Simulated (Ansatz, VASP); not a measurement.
**Y: VASP beside Ansatz**

File INCAR:

```
PREC     = Accurate       # precision mode
ENCUT    = 520            # plane-wave cutoff, eV
EDIFF    = 1E-7           # SCF threshold, eV
ISMEAR   = -1             # smearing method
SIGMA    = 0.1            # smearing width, eV
LREAL    = False          # projectors in reciprocal space
LASPH    = True           # aspherical terms in the spheres
NELM     = 80             # most SCF steps
ALGO     = Normal         # electronic algorithm
ISIF     = 2              # what is computed and relaxed
LWAVE    = False          # write WAVECAR
LCHARG   = True           # write CHGCAR
GGA      = PS             # functional
LELF     = True           # ELF
LVHAR    = True         
NBANDS   = 12             # bands
```

KPOINTS

```
regular mesh
0
Gamma
  13 13 13
```

File POSCAR:

```
Y
1.0
    0.0000000000      1.8363934874      1.8363934874
    1.8363934874      0.0000000000      1.8363934874
    1.8363934874      1.8363934874      0.0000000000
Y
1
Direct
    0.0000000000      0.0000000000      0.0000000000
```

Input for Ansatz:

```yaml
crystal:
  lattice:
    - [0.0, 1.8363934874, 1.8363934874]
    - [1.8363934874, 0.0, 1.8363934874]
    - [1.8363934874, 1.8363934874, 0.0]
  atoms:
    - { symbol: "Y", position: [0.0, 0.0, 0.0] }
kpoints:
  mp_grid: { grid: [13, 13, 13] }
  band_path:
    path:
      - [0.0, 0.0, 0.0]
      - [0.5, 0.0, 0.5]
      - [0.625, 0.25, 0.625]
      - [0.375, 0.375, 0.75]
      - [0.0, 0.0, 0.0]
      - [0.5, 0.5, 0.5]
      - [0.5, 0.25, 0.75]
      - [0.5, 0.0, 0.5]
    npoints: 8
scf:
  occupations: { method: fermi_dirac, width: 0.1 }
hamiltonian:
  xc: pbesol
  pseudopotentials: { kind: paw }
output:
  forces: true
  stress: true
  eigenvalues: true
  populations: true
  dos: { projected: true, de: 0.2, e_range: [-14, 8] }
  write_density: true
  write_potential: true
  elf: true
  volumetric_format: npy
```

Change from the starting cell: volume scaled by 0.4, PAW files.

Alike in both runs: task single point; functional PBEsol; k mesh 13 × 13 × 13; occupations fermi-dirac, width 0.1 eV; no spin polarisation.

```csv
,VASP,Ansatz
version,VASP 6.6.1,Ansatz 0.2.0
potentials or method,"VASP PAW PBE potentials, release 64 (Y_sv)","PAW with Ansatz's default frozen-core files, scalar-relativistic"
plane-wave cutoff (eV),520,420
valence electrons in the cell,11,11
```

VASP gave:

| Property | Result |
| --- | --- |
| pressure (GPa) | 159.2 |

Task: Which values does Ansatz return?

Result: Pressure (GPa): 157.3.

VASP's potentials were made for PBE, not for PBEsol. Both programs put the cell under a high pressure, so it lies far from rest at this level.

Noted on VASP's run: the cell as given lies far from equilibrium.
